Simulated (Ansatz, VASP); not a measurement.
La3O in VASP and in Ansatz

```
La O
1.0
     5.94577    0.00000    0.00000
     0.00000    5.94577    0.00000
     0.00000    0.00000    5.94577
La O
6 2
Direct
  0.25000 0.00000 0.50000
  0.75000 0.00000 0.50000
  0.00000 0.50000 0.25000
  0.00000 0.50000 0.75000
  0.50000 0.75000 0.00000
  0.50000 0.25000 0.00000
  0.00000 0.00000 0.00000
  0.50000 0.50000 0.50000
```

Change from the starting cell: species swapped into the GeMo3 type (Pm-3n, No. 223).

Alike in both runs: functional PBE; k mesh 4 × 4 × 4; occupations gaussian, width 0.1 eV; no spin polarisation.

Ansatz relaxed the structure, and its values are those at the end. VASP's run is a single point on that final structure, the one shown.

```csv
,VASP,Ansatz
version,VASP 6.6.1,Ansatz 0.2.0
potentials or method,"VASP PAW PBE potentials, release 64 (La, O), cutoff 520 eV","scalar-relativistic, plane waves, PAW"
valence electrons in the cell,78,78
```

|  | VASP | Ansatz | Ansatz less VASP |
| --- | --- | --- | --- |
| gap on the k mesh at the Fermi level (eV) | none | none | - |
| pressure (GPa) | 0.1 | 0.1 | +0.05 |

A gap of «none» marks a metal or a gap that the smearing closes.

Spin-orbit coupling is off throughout.
